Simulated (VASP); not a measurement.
# AlN (wurtzite type) (P6_3mc) in VASP: relaxation of cell and atoms with PBE

Aim: the relaxation of cell and atoms of AlN (wurtzite type) with PBE.

Program: VASP 6.6.1. These are calculated values, not measurements. Logs are shortened: lines on timing, memory, paths and dates and some standing lists are left out, and cuts for length are marked.

### Step 1. The cell of the first run

It takes space group P6_3mc (No. 186, hexagonal). Conventional cell: a = 2.751 Å, b = 2.751 Å, c = 4.484 Å, α = 90.00°, β = 90.00°, γ = 120.00°. Within 2.2 Å of Al (site symmetry 3m) lie 4 N at 1.68 to 1.69 Å. N (site symmetry 3m) has 4 Al at 1.68 to 1.69 Å within 2.2 Å.

### Step 2. Relaxation of cell and atoms, PBE, target pressure 100 GPa, at which the enthalpy is minimised

Input file INCAR:

```
PREC = Accurate
ENCUT = 600
EDIFF = 1E-6
ISMEAR = -1
SIGMA = 0.05
LREAL = F
LASPH = T
NELM = 100
ALGO = Normal
ISIF = 3
LWAVE = F
LCHARG = F
GGA = PE
IBRION = 2
NSW = 60
EDIFFG = -0.005
PSTRESS = 1000.0
```

Input file KPOINTS:

```
Automatic mesh
0
Gamma
  13 13 7
```

Input file POSCAR:

```
AlN
1.0
    2.7510190284      0.0000000000      0.0000000000
   -1.3755095142      2.3824523648      0.0000000000
    0.0000000000      0.0000000000      4.4841610162
Al N
2 2
Direct
    0.3333333333      0.6666666667      0.0000000000
    0.6666666667      0.3333333333      0.5000000000
    0.3333333333      0.6666666667      0.3760000000
    0.6666666667      0.3333333333      0.8760000000
```

Potentials or basis: VASP PAW PBE potentials, release 64 (Al, N).

On the command line:

```
$ cat potpaw_PBE.64/Al/POTCAR potpaw_PBE.64/N/POTCAR > POTCAR
$ mpirun -np 1 vasp_std > vasp.out
```

OUTCAR:

```text
PREC = Accurate
   ENCUT = 600
   EDIFF = 1E-6
   ISMEAR = -1
   LREAL = F
   LASPH = T
   NELM = 100
   ISIF = 3
   GGA = PE
   IBRION = 2
   NSW = 60
   EDIFFG = -0.005
   PSTRESS = 1000.0

 ion  position               nearest neighbor table
   1  0.333  0.667  0.000-   4 1.68   4 1.68   4 1.68   3 1.69   2 2.75   2 2.75   2 2.75   2 2.75
                             2 2.75   2 2.75
   2  0.667  0.333  0.500-   3 1.68   3 1.68   3 1.68   4 1.69   1 2.75   1 2.75   1 2.75   1 2.75
                             1 2.75   1 2.75
   3  0.333  0.667  0.376-   2 1.68   2 1.68   2 1.68   1 1.69
   4  0.667  0.333  0.876-   1 1.68   1 1.68   1 1.68   2 1.69

  LATTYP: Found a hexagonal cell.
 ALAT       =     2.7510190284
 C/A-ratio  =     1.6300000000

  Lattice vectors:

 A1 = (   2.7510190284,   0.0000000000,   0.0000000000)
 A2 = (  -1.3755095142,   2.3824523648,   0.0000000000)
 A3 = (   0.0000000000,   0.0000000000,   4.4841610162)

Analysis of symmetry for initial positions (statically):
=====================================================================
 Subroutine PRICEL returns:
 Original cell was already a primitive cell.

 Routine SETGRP: Setting up the symmetry group for a
 hexagonal supercell.

 Subroutine GETGRP returns: Found 12 space group operations
 (whereof  6 operations were pure point group operations)
 out of a pool of 24 trial point group operations.

The static configuration has the point symmetry C_3v.
 The point group associated with its full space group is C_6v.

Analysis of symmetry for dynamics (positions and initial velocities):
=====================================================================
 Subroutine PRICEL returns:
 Original cell was already a primitive cell.

 Routine SETGRP: Setting up the symmetry group for a
 hexagonal supercell.

 Subroutine GETGRP returns: Found 12 space group operations
 (whereof  6 operations were pure point group operations)
 out of a pool of 24 trial point group operations.

The dynamic configuration has the point symmetry C_3v.
 The point group associated with its full space group is C_6v.

 Subroutine INISYM returns: Found 12 space group operations
 (whereof  6 operations are pure point group operations),
 and found     1 'primitive' translations

----------------------------------------------------------------------------------------

                                     Primitive cell

  volume of cell :      29.3900

  direct lattice vectors                    reciprocal lattice vectors
     2.751019028  0.000000000  0.000000000     0.363501666  0.209867785  0.000000000
    -1.375509514  2.382452365  0.000000000     0.000000000  0.419735569  0.000000000
     0.000000000  0.000000000  4.484161016     0.000000000  0.000000000  0.223007157

  length of vectors
     2.751019028  2.751019028  4.484161016     0.419735569  0.419735569  0.223007157

  position of ions in fractional coordinates (direct lattice)
     0.333333333  0.666666667  0.000000000
     0.666666667  0.333333333  0.500000000
     0.333333333  0.666666667  0.376000000
     0.666666667  0.333333333  0.876000000

  ion indices of the primitive-cell ions
   primitive index   ion index
                 1           1
                 2           2
                 3           3
                 4           4

----------------------------------------------------------------------------------------

 KPOINTS: Automatic mesh

Automatic generation of k-mesh.
 Grid dimensions read from file:
 generate k-points for:   13   13    7

 Generating k-lattice:

  Cartesian coordinates                     Fractional coordinates (reciprocal lattice)
     0.027961667  0.016143676  0.000000000     0.076923077  0.000000000  0.000000000
     0.000000000  0.032287351  0.000000000     0.000000000  0.076923077  0.000000000
     0.000000000  0.000000000  0.031858165     0.000000000  0.000000000  0.142857143

  Length of vectors
     0.032287351  0.032287351  0.031858165

  Shift w.r.t. Gamma in fractional coordinates (k-lattice)
     0.000000000  0.000000000  0.000000000

 Subroutine IBZKPT returns following result:
 ===========================================

 Found     84 irreducible k-points:

 Following reciprocal coordinates:
            Coordinates               Weight
  0.000000  0.000000  0.000000      1.000000
  0.076923 -0.000000  0.000000      6.000000
  0.153846  0.000000  0.000000      6.000000
  0.230769  0.000000  0.000000      6.000000
  0.307692  0.000000  0.000000      6.000000
  0.384615  0.000000  0.000000      6.000000
[... 16 lines left out ...]
  0.076923 -0.000000  0.142857     12.000000
  0.153846  0.000000  0.142857     12.000000
 [... further k-points ...]
   k-points           NKPTS =     84   k-points in BZ     NKDIM =     84   number of bands    NBANDS=     12
   number of dos      NEDOS =    301   number of ions     NIONS =      4
   total plane-waves  NPLWV =  20736
   dimension x,y,z NGX =    24 NGY =   24 NGZ =   36
   dimension x,y,z NGXF=    48 NGYF=   48 NGZF=   72
   ions per type =               2   2
   NGX,Y,Z   is equivalent  to a cutoff of  14.50, 14.50, 13.35 a.u.
   NGXF,Y,Z  is equivalent  to a cutoff of  29.01, 29.01, 26.69 a.u.
 SYSTEM =  unknown system
   PREC   = accura    normal or accurate (medium, high low for compatibility)
   ISTART =      0    job   : 0-new  1-cont  2-samecut
   ICHARG =      2    charge: 1-file 2-atom 10-const
   ISPIN  =      1    spin polarized calculation?
   LNONCOLLINEAR =      F non collinear calculations
   LSORBIT =      F    spin-orbit coupling
   LASPH  =      T    aspherical Exc in radial PAW
   ENCUT  =  600.0 eV  44.10 Ry    6.64 a.u.   5.49  5.49  8.96*2*pi/ulx,y,z
   NELM   =    100;   NELMIN=  2; NELMDL= -5     # of ELM steps
   EDIFF  = 0.1E-05   stopping-criterion for ELM
   LREAL  =      F    real-space projection
   EDIFFG = -.5E-02   stopping-criterion for IOM
   NSW    =     60    number of steps for IOM
   IBRION =      2    ionic relax: 0-MD 1-quasi-New 2-CG
   NFREE  =      1    steps in history (QN), initial steepest desc. (CG)
   ISIF   =      3    stress and relaxation
   ISYM   =      2    0-nonsym 1-usesym 2-fastsym
   POTIM  = 0.5000    time-step for ionic-motion
   TEBEG  =    0.0;   TEEND  =   0.0 temperature during run
   PSTRESS= 1000.0 pullay stress
   NELECT =      16.0000    total number of electrons
   NUPDOWN=      -1.0000    fix difference up-down
   EMIN   =  10.00;   EMAX   =-10.00  energy-range for DOS
   EFERMI =   0.00;   METHOD = LEGACY
   ISMEAR =    -1;   SIGMA  =   0.05  broadening in eV -4-tet -1-fermi 0-gaus
   EFERMI_NEDOS =   21; number of points for ismear=-14 and -15
   IALGO  =     38    algorithm
   IMIX   =      4    mixing-type and parameters
     AMIX     =   0.40;   BMIX     =  1.00
     AMIX_MAG =   1.60;   BMIX_MAG =  1.00
  volume/ion in A,a.u.               =       7.35        49.58
  Fermi-wavevector in a.u.,A,eV,Ry     =   1.336745  2.526081 24.312067  1.786887
  Thomas-Fermi vector in A             =   2.465347
   LORBIT       =      0    0 simple, 1 ext, 2 COOP (PROOUT), +10 PAW based schemes
   GGA     = PE    functional components
   LHFCALC =     F    Hartree Fock is set to
   AEXX    =    0.0000 exact exchange contribution
   IVDW    =     0    specifies the selected vdW correction
   LEPSILON=     F    determine dielectric tensor
   LRPA    =     F    only Hartree local field effects (RPA)
 conjugate gradient relaxation of ions
 non-spin polarized calculation
  energy-cutoff  :      600.00
  volume of cell :       29.39
 maximum number of plane-waves:      1008
 NGX is ok and might be reduce to    24
   NGX = 11   NGY = 11   NGZ = 17

--------------------------------------- Ionic step        1  -------------------------------------------

 number of electron      16.0000005 magnetization

 Free energy of the ion-electron system (eV)
  ---------------------------------------------------
  ext. energy  EPLUGINS =         0.00000000
  ---------------------------------------------------
  free energy    TOTEN  =       -25.28144476 eV

  energy without entropy =      -25.28144476  energy(sigma->0) =      -25.28144476

------------------------ aborting loop because EDIFF is reached ----------------------------------------

  FORCE on cell =-STRESS in cart. coord.  units (eV):
  Direction    XX          YY          ZZ          XY          YZ          ZX
  --------------------------------------------------------------------------------------
  -------------------------------------------------------------------------------------
  Total       27.6622706     27.6622706     25.7036643      0.0000000      0.0000000      0.0000000
  in kB     1507.9932209   1507.9932208   1401.2208898      0.0000000      0.0000000      0.0000000
  external PRESSURE =     472.4024438 kB  Pullay stress =    1000.0000000 kB
[... 67 lines left out ...]
--------------------------------------- Ionic step        3  -------------------------------------------

 number of electron      15.9999998 magnetization

 E-fermi :   9.9062     XC(G=0): -12.1210

 val. band max:        8.8919027556   @ k =   0.0000   0.0000   0.0000
 cond. band min:      14.1271045280   @ k =   0.3077   0.3077   0.0000
 fundamental gap:      5.2352017725
 Fermi energy:         9.9062013853

 k-point     1 :       0.0000    0.0000    0.0000
  band No.  band energies     occupation
      1      -7.9368      2.00000
      2      -4.9243      2.00000
      3       1.6556      2.00000
      4       8.1153      2.00000
      5       8.1153      2.00000
      6       8.7649      2.00000
      7       8.7649      2.00000
      8       8.8919      2.00000
      9      15.7249      0.00000
     10      18.2407      0.00000
     11      21.8393      0.00000
     12      22.2203      0.00000
[... 331 lines left out ...]
 k-point    24 :       0.1538    0.0000    0.1429
  band No.  band energies     occupation
      1      -7.4346      2.00000
      2      -4.9072      2.00000
      3       2.4281      2.00000
      4       6.7030      2.00000
      5       7.3797      2.00000
      6       7.7312      2.00000
      7       8.5864      2.00000
      8       8.6631      2.00000
      9      16.7892      0.00000
     10      19.0715      0.00000
     11      19.6901      0.00000
     12      20.8699      0.00000

 [... further k-points ...]

------------------------ aborting loop because EDIFF is reached ----------------------------------------

  FORCE on cell =-STRESS in cart. coord.  units (eV):
  Direction    XX          YY          ZZ          XY          YZ          ZX
  --------------------------------------------------------------------------------------
  -------------------------------------------------------------------------------------
  Total       19.6471385     19.6471385     18.0550605      0.0000000      0.0000000      0.0000000
  in kB      982.3226749    982.3226748    902.7215510      0.0000000      0.0000000      0.0000000
  external PRESSURE =     -44.2110331 kB  Pullay stress =    1000.0000000 kB
[... 23 lines left out ...]
  energy  without entropy=      -27.2810510591  energy(sigma->0) =      -27.28105106

  enthalpy is  TOTEN    =        -7.2803536948 eV   P V=       20.0006973643

[... ionic steps 4 to 25 ...]

--------------------------------------- Ionic step       26  -------------------------------------------

 number of electron      16.0000000 magnetization

------------------------ aborting loop because EDIFF is reached ----------------------------------------
[... 75 lines left out ...]
--------------------------------------- Ionic step       28  -------------------------------------------

 number of electron      16.0000000 magnetization

 Free energy of the ion-electron system (eV)
  ---------------------------------------------------
  ext. energy  EPLUGINS =         0.00000000
  ---------------------------------------------------
  free energy    TOTEN  =       -26.90270207 eV

  energy without entropy =      -26.90270207  energy(sigma->0) =      -26.90270207

 E-fermi :  12.2788     XC(G=0): -12.4650

 val. band max:       11.4358347041   @ k =   0.0000   0.0000   0.0000
 cond. band min:      16.1183856640   @ k =   0.4615  -0.0000   0.0000
 fundamental gap:      4.6825509599
 Fermi energy:        12.2788001401

 k-point     1 :       0.0000    0.0000    0.0000
  band No.  band energies     occupation
      1      -7.7294      2.00000
      2      -2.4175      2.00000
      3       2.8565      2.00000
      4       7.2446      2.00000
      5       7.2446      2.00000
      6       9.3032      2.00000
      7       9.3032      2.00000
      8      11.4358      2.00000
      9      16.7032      0.00000
     10      18.2988      0.00000
     11      21.2886      0.00000
     12      21.2886      0.00000
[... 331 lines left out ...]
 k-point    24 :       0.1538    0.0000    0.1429
  band No.  band energies     occupation
      1      -7.2149      2.00000
      2      -2.8765      2.00000
      3       3.5705      2.00000
      4       6.5180      2.00000
      5       6.9154      2.00000
      6       8.2609      2.00000
      7       9.3891      2.00000
      8      10.6641      2.00000
      9      17.3296      0.00000
     10      19.4256      0.00000
     11      21.4245      0.00000
     12      21.5193      0.00000

 [... further k-points ...]

------------------------ aborting loop because EDIFF is reached ----------------------------------------

  FORCE on cell =-STRESS in cart. coord.  units (eV):
  Direction    XX          YY          ZZ          XY          YZ          ZX
  --------------------------------------------------------------------------------------
  -------------------------------------------------------------------------------------
  Total       18.7489285     18.7489284     18.7330550      0.0000000     -0.0000000      0.0000000
  in kB     1000.2979154   1000.2979136    999.4510275      0.0000000     -0.0000000      0.0000000
  external PRESSURE =       0.0156188 kB  Pullay stress =    1000.0000000 kB
[... 23 lines left out ...]
  energy  without entropy=      -26.9027020683  energy(sigma->0) =      -26.90270207

  enthalpy is  TOTEN    =        -8.1593575235 eV   P V=       18.7433445448

 reached required accuracy - stopping structural energy minimisation
```

It took 5.1 min on 1 thread of Intel Xeon Platinum 8259CL at 2.50GHz (Skylake/Cascade Lake), shared host; peak memory 0.18 GiB.

Results:

* Free energy: -26.9027 eV
* Relaxed volume: 7.51 Å³/atom
* Relaxed cell: a = 3.041 Å, b = 3.041 Å, c = 3.749 Å, α = 90.00°, β = 90.00°, γ = 120.00°
* Space group after relaxing (to 0.1 Å): P6_3/mmc (No. 194)
* Energy change on relaxing (the run minimises the enthalpy): -405.3 meV/atom
* Ionic steps: 28
* Pressure after relaxing: 100.0 GPa
* Largest force after relaxing: 0.003 eV/Å
* Band gap on the k mesh: 4.68 eV (least direct gap 5.27 eV)

Forces in eV/Å, atoms in the order of the input:
```
Al   0.000  0.000 -0.003
Al   0.000  0.000 -0.003
N    0.000  0.000  0.003
N    0.000  0.000  0.003
```

The path:
```
step  energy change (eV)  largest force (eV/Å)  pressure (GPa)  volume (Å³)
   1              0.0000                0.3182          147.24        29.39
   2             -4.3530                0.0092           15.79        39.60
   3             -1.9996                0.1956           95.58        32.04
   4             -1.8666                0.2007           99.18        31.83
   5             -1.8353                0.2019          100.01        31.78
   6             -1.8379                0.3496          100.07        31.75
   7             -1.8088                0.7362          100.09        31.67
   8             -1.8126                0.6503           99.90        31.66
   9             -1.8199                0.4233           99.28        31.65
  10             -1.8231                0.1064           97.89        31.60
  11             -1.8310                0.0773           94.41        31.50
  12             -2.0245                0.3443           86.44        31.19
  13              0.9840               10.8295          129.00        30.17
  14             -2.0212                0.6395           86.81        31.13
  15             -1.9743                0.7319           88.56        30.71
  16             -2.1005                0.3598           85.57        30.91
  17             -2.0859                0.0596           86.14        30.83
  18             -2.0728                0.0702           86.47        30.81
  19             -1.7016                1.0086           96.25        30.28
  20             -1.9895                0.2628           88.85        30.67
  21             -1.8216                0.1545           94.03        30.36
  22             -1.6358                0.0435           99.62        30.05
  23             -1.6234                0.0367           99.97        30.03
  24             -1.6156                0.0321          100.21        30.02
  25             -1.6150                0.0209          100.21        30.02
  26             -1.6134                0.0070          100.23        30.02
  27             -1.6135                0.0057          100.23        30.02
  28             -1.6213                0.0033          100.00        30.03
```

Final structure:
```cif
data_structure
_symmetry_space_group_name_H-M 'P 1'
_symmetry_Int_Tables_number 1
_cell_length_a 3.0412
_cell_length_b 3.0412
_cell_length_c 3.7493
_cell_angle_alpha 90.000
_cell_angle_beta 90.000
_cell_angle_gamma 120.000
_cell_volume 30.03
loop_
_atom_site_label
_atom_site_type_symbol
_atom_site_fract_x
_atom_site_fract_y
_atom_site_fract_z
_atom_site_occupancy
Al1 Al 0.33333 0.66667 0.93803 1
Al2 Al 0.66667 0.33333 0.43803 1
N1 N 0.33333 0.66667 0.43797 1
N2 N 0.66667 0.33333 0.93797 1
```

Levels at points of the mesh, in eV from the valence-band top:
| k point | band 6 | band 7 | band 8 | band 9 | band 10 | band 11 |
| --- | --- | --- | --- | --- | --- | --- |
| (0.00, 0.00, 0.00) | -2.13 | -2.13 | 0.00 | 5.27 | 6.86 | 9.85 |

Caveat: the cell is relaxed towards a set pressure, so the run minimises the enthalpy, not the energy; a cell axis changed by over 15 % at a fixed basis, so the end point is rough.
